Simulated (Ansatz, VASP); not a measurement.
**Tl in VASP and in Ansatz**

The input INCAR:

```
PREC = Accurate ; ENCUT = 520
EDIFF = 1E-7 ; ISMEAR = 0
SIGMA = 0.15 ; LREAL = F
LASPH = T ; NELM = 60
ALGO = Fast ; ISIF = 2
LWAVE = F ; LCHARG = T
GGA = PS ; LELF = T
LVHAR = T ; NBANDS = 12
```

KPOINTS

```
Automatic mesh
0
Gamma
  16 16 16
```

POSCAR

```
Tl
1.0
    0.0000000000      2.5403314700      2.3923509960
    2.5403314700      0.0000000000      2.3923509960
    2.5403314700      2.5403314700      0.0000000000
Tl
1
Direct
    0.0000000000      0.0000000000      0.0000000000
```

Input for Ansatz:

```yaml
crystal:
  lattice:
    - [0.0, 2.54033147, 2.392350996]
    - [2.54033147, 0.0, 2.392350996]
    - [2.54033147, 2.54033147, 0.0]
  atoms:
    - { symbol: Tl, position: [0.0, 0.0, 0.0] }
basis:
  ecutwfc: 420
kpoints:
  mp_grid: { grid: [16, 16, 16] }
hamiltonian:
  xc: pbesol
scf:
  occupations: { method: gaussian, width: 0.15 }
output:
  forces: true
  stress: true
  eigenvalues: true
```

Change from the starting cell: strain +0.030 along x and y, -0.030 along z, atoms carried along.

Alike in both runs: task single point; functional PBEsol; k mesh 16 × 16 × 16; occupations gaussian, width 0.15 eV; no spin polarisation.

|  | VASP | Ansatz |
| --- | --- | --- |
| version | VASP 6.6.1 | Ansatz 0.2.0 |
| potentials or method | VASP PAW PBE potentials, release 64 (Tl_d), cutoff 520 eV | scalar-relativistic, plane waves, PAW |
| valence electrons in the cell | 13 | 13 |

|  | VASP | Ansatz | Ansatz less VASP |
| --- | --- | --- | --- |
| gap on the k mesh at the Fermi level (eV) | none | none | - |
| pressure (GPa) | -2.5 | -2.5 | +0.04 |
| traceless stress, the component that is largest in VASP (GPa) | 0.11 | 0.12 | +0.003 |

VASP's potentials were made for PBE, not for PBEsol. A gap of «none» marks a metal or a gap that the smearing closes. With one functional, cell and mesh, what is left measures potentials, basis and numerics.

Spin-orbit coupling is off throughout.
